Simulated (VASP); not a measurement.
# KGaH6 (Immm) in VASP: single point with PBE

Aim: the single point of KGaH6 with PBE.

Program: VASP 6.6.1. These are calculated values, not measurements. Logs are shortened: lines on timing, memory, paths and dates and some standing lists are left out, and cuts for length are marked.

### 1 The cell of the first run

Symmetry: Immm, No. 71, orthorhombic system. The conventional cell has a = 4.786 Å, b = 5.745 Å, c = 9.306 Å, α = 90.00°, β = 90.00°, γ = 90.00°. Within 3.5 Å of K (site symmetry mmm) lie 10 H at 2.68 to 3.13 Å. Within 2.0 Å of Ga (site symmetry mmm) lie 2 H at 1.52 Å. Within 1.1 Å of H (site symmetry m) lie 1 H at 0.79 Å. H (site symmetry mm2) has 1 Ga at 1.52 Å within 2.0 Å.

The cell was built from a structure type or drawn by symmetry, and may not be a known phase.

### 2 Single point, PBE

File INCAR:

```
SYSTEM = KGaH6
PREC = Accurate
ENCUT = 520
EDIFF = 1E-6
ISMEAR = 0
SIGMA = 0.1
LREAL = .FALSE.
LASPH = .TRUE.
NELM = 100
ALGO = Fast
ISIF = 2
LWAVE = .FALSE.
LCHARG = .FALSE.
GGA = PE
NBANDS = 24
```

File KPOINTS:

```
regular mesh
0
G
  10 10 10
  0 0 0
```

File POSCAR:

```
KGaH6
1.0
   -2.3927777774      2.8726814616      4.6532384947
    2.3927777774     -2.8726814616      4.6532384947
    2.3927777774      2.8726814616     -4.6532384947
K Ga H
1 1 6
Direct
    0.0000000000      0.5000000000      0.5000000000
    0.5000000000      0.0000000000      0.5000000000
    0.9458706656      0.8769885316      0.0688821340
    0.1918936024      0.1230114684      0.0688821340
    0.8081063976      0.8769885316      0.9311178660
    0.0541293344      0.1230114684      0.9311178660
    0.3365060294      0.8365060294      0.5000000000
    0.6634939706      0.1634939706      0.5000000000
```

Potentials or basis: VASP PAW PBE potentials, release 64 (K_sv, Ga_d, H).

Launch:

```
cat potpaw_PBE.64/K_sv/POTCAR potpaw_PBE.64/Ga_d/POTCAR potpaw_PBE.64/H/POTCAR > POTCAR
mpirun -np 1 vasp_std > vasp.out
```

OUTCAR:

```text
SYSTEM = KGaH6
   PREC = Accurate
   ENCUT = 520
   EDIFF = 1E-6
   ISMEAR = 0
   LREAL = .FALSE.
   LASPH = .TRUE.
   NELM = 100
   ISIF = 2
   GGA = PE

 ion  position               nearest neighbor table
   1  0.000  0.500  0.500-
   2  0.500  0.000  0.500-   7 1.52   8 1.52
   3  0.946  0.877  0.069-   5 0.79
   4  0.192  0.123  0.069-   6 0.79
   5  0.808  0.877  0.931-   3 0.79
   6  0.054  0.123  0.931-   4 0.79
   7  0.337  0.837  0.500-   2 1.52
   8  0.663  0.163  0.500-   2 1.52

  LATTYP: Found a body centered orthorhombic cell.
 ALAT       =     4.7855555548
 B/A-ratio  =     1.2005634158
 C/A-ratio  =     1.9447014840

  Lattice vectors:

 A1 = (  -2.3927777774,   2.8726814616,   4.6532384947)
 A2 = (   2.3927777774,  -2.8726814616,   4.6532384947)
 A3 = (   2.3927777774,   2.8726814616,  -4.6532384947)

Analysis of symmetry for initial positions (statically):
=====================================================================
 Subroutine PRICEL returns:
 Original cell was already a primitive cell.

 Routine SETGRP: Setting up the symmetry group for a
 body centered orthorhombic supercell.

 Subroutine GETGRP returns: Found  8 space group operations
 (whereof  8 operations were pure point group operations)
 out of a pool of  8 trial point group operations.

The static configuration has the point symmetry D_2h.

Analysis of symmetry for dynamics (positions and initial velocities):
=====================================================================
 Subroutine PRICEL returns:
 Original cell was already a primitive cell.

 Routine SETGRP: Setting up the symmetry group for a
 body centered orthorhombic supercell.

 Subroutine GETGRP returns: Found  8 space group operations
 (whereof  8 operations were pure point group operations)
 out of a pool of  8 trial point group operations.

The dynamic configuration has the point symmetry D_2h.

 Subroutine INISYM returns: Found  8 space group operations
 (whereof  8 operations are pure point group operations),
 and found     1 'primitive' translations

----------------------------------------------------------------------------------------

                                     Primitive cell

  volume of cell :     127.9396

  direct lattice vectors                    reciprocal lattice vectors
    -2.392777777  2.872681462  4.653238495     0.000000000  0.174053409  0.107452047
     2.392777777 -2.872681462  4.653238495     0.208962155  0.000000000  0.107452047
     2.392777777  2.872681462 -4.653238495     0.208962155  0.174053409  0.000000000

  length of vectors
     5.969113231  5.969113231  5.969113231     0.204549582  0.234970476  0.271955458

  position of ions in fractional coordinates (direct lattice)
     0.000000000  0.500000000  0.500000000
     0.500000000  0.000000000  0.500000000
     0.945870666  0.876988532  0.068882134
     0.191893602  0.123011468  0.068882134
     0.808106398  0.876988532  0.931117866
     0.054129334  0.123011468  0.931117866
     0.336506029  0.836506029  0.500000000
     0.663493971  0.163493971  0.500000000

  ion indices of the primitive-cell ions
   primitive index   ion index
                 1           1
                 2           2
                 3           3
                 4           4
                 5           5
                 6           6
                 7           7
                 8           8

----------------------------------------------------------------------------------------

 KPOINTS: regular mesh

Automatic generation of k-mesh.
 Grid dimensions read from file:
 generate k-points for:   10   10   10

 Generating k-lattice:

  Cartesian coordinates                     Fractional coordinates (reciprocal lattice)
     0.000000000  0.017405341  0.010745205     0.100000000  0.000000000  0.000000000
     0.020896215  0.000000000  0.010745205    -0.000000000  0.100000000  0.000000000
     0.020896215  0.017405341  0.000000000    -0.000000000  0.000000000  0.100000000

  Length of vectors
     0.020454958  0.023497048  0.027195546

  Shift w.r.t. Gamma in fractional coordinates (k-lattice)
     0.000000000  0.000000000  0.000000000

 Subroutine IBZKPT returns following result:
 ===========================================

 Found    171 irreducible k-points:

 Following reciprocal coordinates:
            Coordinates               Weight
  0.000000  0.000000  0.000000      1.000000
  0.100000  0.000000 -0.000000      4.000000
  0.200000  0.000000 -0.000000      4.000000
  0.300000  0.000000 -0.000000      4.000000
  0.400000  0.000000 -0.000000      4.000000
  0.500000  0.000000 -0.000000      2.000000
[... 16 lines left out ...]
 -0.400000  0.200000 -0.000000      8.000000
 -0.300000  0.200000  0.000000      8.000000
 [... further k-points ...]
   k-points           NKPTS =    171   k-points in BZ     NKDIM =    171   number of bands    NBANDS=     24
   number of dos      NEDOS =    301   number of ions     NIONS =      8
   total plane-waves  NPLWV = 110592
   dimension x,y,z NGX =    48 NGY =   48 NGZ =   48
   dimension x,y,z NGXF=    96 NGYF=   96 NGZF=   96
   ions per type =               1   1   6
   NGX,Y,Z   is equivalent  to a cutoff of  13.37, 13.37, 13.37 a.u.
   NGXF,Y,Z  is equivalent  to a cutoff of  26.74, 26.74, 26.74 a.u.
 SYSTEM =  KGaH6
   PREC   = accura    normal or accurate (medium, high low for compatibility)
   ISTART =      0    job   : 0-new  1-cont  2-samecut
   ICHARG =      2    charge: 1-file 2-atom 10-const
   ISPIN  =      1    spin polarized calculation?
   LNONCOLLINEAR =      F non collinear calculations
   LSORBIT =      F    spin-orbit coupling
   LASPH  =      T    aspherical Exc in radial PAW
   ENCUT  =  520.0 eV  38.22 Ry    6.18 a.u.  11.10 11.10 11.10*2*pi/ulx,y,z
   NELM   =    100;   NELMIN=  2; NELMDL= -5     # of ELM steps
   EDIFF  = 0.1E-05   stopping-criterion for ELM
   LREAL  =      F    real-space projection
   EDIFFG = 0.1E-04   stopping-criterion for IOM
   NSW    =      0    number of steps for IOM
   IBRION =     -1    ionic relax: 0-MD 1-quasi-New 2-CG
   NFREE  =      0    steps in history (QN), initial steepest desc. (CG)
   ISIF   =      2    stress and relaxation
   ISYM   =      2    0-nonsym 1-usesym 2-fastsym
   POTIM  = 0.5000    time-step for ionic-motion
   TEBEG  =    0.0;   TEEND  =   0.0 temperature during run
   PSTRESS=    0.0 pullay stress
   NELECT =      28.0000    total number of electrons
   NUPDOWN=      -1.0000    fix difference up-down
   EMIN   =  10.00;   EMAX   =-10.00  energy-range for DOS
   EFERMI =   0.00;   METHOD = LEGACY
   ISMEAR =     0;   SIGMA  =   0.10  broadening in eV -4-tet -1-fermi 0-gaus
   EFERMI_NEDOS =   21; number of points for ismear=-14 and -15
   IALGO  =     68    algorithm
   IMIX   =      4    mixing-type and parameters
     AMIX     =   0.40;   BMIX     =  1.00
     AMIX_MAG =   1.60;   BMIX_MAG =  1.00
  volume/ion in A,a.u.               =      15.99       107.92
  Fermi-wavevector in a.u.,A,eV,Ry     =   0.986565  1.864338 13.242699  0.973311
  Thomas-Fermi vector in A             =   2.117955
   LORBIT       =      0    0 simple, 1 ext, 2 COOP (PROOUT), +10 PAW based schemes
   GGA     = PE    functional components
   LHFCALC =     F    Hartree Fock is set to
   AEXX    =    0.0000 exact exchange contribution
   IVDW    =     0    specifies the selected vdW correction
   LEPSILON=     F    determine dielectric tensor
   LRPA    =     F    only Hartree local field effects (RPA)
 non-spin polarized calculation
 RMM-DIIS sequential band-by-band and
 Gauss-broadening in eV      SIGMA  =   0.10
  energy-cutoff  :      520.00
  volume of cell :      127.94
 maximum number of plane-waves:      3472
 NGX is ok and might be reduce to    48
   NGX = 23   NGY = 23   NGZ = 23

 number of electron      28.0000007 magnetization

 Free energy of the ion-electron system (eV)
  ---------------------------------------------------
  ext. energy  EPLUGINS =         0.00000000
  ---------------------------------------------------
  free energy    TOTEN  =       -22.23548192 eV

  energy without entropy =      -22.22872867  energy(sigma->0) =      -22.23210529

 E-fermi :   0.3752     XC(G=0):  -6.9206

 val. band max:        0.3680785810   @ k =   0.4000  -0.4000   0.1000
 cond. band min:       0.3760898078   @ k =  -0.4000   0.3000   0.0000
 fundamental gap:      0.0080112268
 Fermi energy:         0.3752313273

 k-point     1 :       0.0000    0.0000    0.0000
  band No.  band energies     occupation
      1     -31.1435      2.00000
      2     -15.5648      2.00000
      3     -15.3475      2.00000
      4     -15.3462      2.00000
      5     -15.2681      2.00000
      6     -15.2648      2.00000
[... 16 lines left out ...]
     23       7.8044      0.00000
     24       8.0027      0.00000

 k-point     2 :       0.1000    0.0000   -0.0000
  band No.  band energies     occupation
      1     -31.1435      2.00000
      2     -15.5648      2.00000
      3     -15.3478      2.00000
      4     -15.3460      2.00000
      5     -15.2682      2.00000
      6     -15.2648      2.00000
[... 16 lines left out ...]
     23       7.6956      0.00000
     24       7.7438      0.00000

 k-point     3 :       0.2000    0.0000   -0.0000
  band No.  band energies     occupation
      1     -31.1435      2.00000
      2     -15.5649      2.00000
      3     -15.3486      2.00000
      4     -15.3456      2.00000
      5     -15.2685      2.00000
      6     -15.2648      2.00000
[... 16 lines left out ...]
     23       7.0254      0.00000
     24       7.4614      0.00000
[... 514 lines left out ...]
 k-point    23 :      -0.4000    0.2000   -0.0000
  band No.  band energies     occupation
      1     -31.1427      2.00000
      2     -15.5647      2.00000
      3     -15.3499      2.00000
      4     -15.3442      2.00000
      5     -15.2690      2.00000
      6     -15.2650      2.00000
[... 16 lines left out ...]
     23       6.5606      0.00000
     24       6.8148      0.00000

 k-point    24 :      -0.3000    0.2000    0.0000
  band No.  band energies     occupation
      1     -31.1427      2.00000
      2     -15.5646      2.00000
      3     -15.3498      2.00000
      4     -15.3447      2.00000
      5     -15.2687      2.00000
      6     -15.2650      2.00000
[... 16 lines left out ...]
     23       6.8450      0.00000
     24       7.1840      0.00000

 [... further k-points ...]
[... 5 lines left out ...]
  --------------------------------------------------------------------------------------
  -------------------------------------------------------------------------------------
  Total       -0.0439379     -0.0852603     -0.1334950     -0.0000000      0.0000000      0.0000000
  in kB       -0.5502311     -1.0677072     -1.6717461     -0.0000000      0.0000000      0.0000000
  external PRESSURE =      -1.0965615 kB  Pullay stress =       0.0000000 kB

 VOLUME and BASIS-vectors are now :
 -----------------------------------------------------------------------------
  energy-cutoff  :      520.00
  volume of cell :      127.94
      direct lattice vectors                 reciprocal lattice vectors
    -2.392777777  2.872681462  4.653238495     0.000000000  0.174053409  0.107452047
     2.392777777 -2.872681462  4.653238495     0.208962155  0.000000000  0.107452047
     2.392777777  2.872681462 -4.653238495     0.208962155  0.174053409  0.000000000

 POSITION                                       TOTAL-FORCE (eV/Angst)
 -----------------------------------------------------------------------------------
      2.39278      0.00000      0.00000         0.000000     -0.000000      0.000000
      0.00000      2.87268      0.00000         0.000000     -0.000000      0.000000
      0.00000      0.39575      8.16167         0.000000     -0.002761     -0.001894
      0.00000      0.39575      1.14480         0.000000     -0.002761      0.001894
      2.39278      2.47693      3.50844         0.000000      0.002761     -0.001894
      2.39278      2.47693     -3.50844        -0.000000      0.002761      0.001894
      2.39278      0.00000      3.13169        -0.000000      0.000000      0.017966
      0.00000      2.87268      1.52155         0.000000     -0.000000     -0.017966
 -----------------------------------------------------------------------------------
    total drift:                               -0.000000     -0.000000      0.000000

  FREE ENERGIE OF THE ION-ELECTRON SYSTEM (eV)
  ---------------------------------------------------
  free  energy   TOTEN  =       -22.2354819153 eV

  energy  without entropy=      -22.2287286664  energy(sigma->0) =      -22.23210529
```

It took 17 min on 1 thread of AMD EPYC 9R45 (Zen 5), shared host; peak memory 0.66 GiB.

What came out:

```yaml
Free_energy: -22.2355 eV
Pressure: -0.1 GPa
Largest_force: 0.018 eV/Å
Band_gap_on_the_k_mesh: zero (bands 14 and 15 overlap by 2.04 eV)
```

Forces in eV/Å, atoms in the order of the input:
```
K    0.000  0.000  0.000
Ga   0.000  0.000  0.000
H    0.000 -0.003 -0.002
H    0.000 -0.003  0.002
H    0.000  0.003 -0.002
H    0.000  0.003  0.002
H    0.000  0.000  0.018
H    0.000  0.000 -0.018
```

Stress tensor (GPa, compression positive):
```
-0.06  0.00  0.00
 0.00 -0.11  0.00
 0.00  0.00 -0.17
```
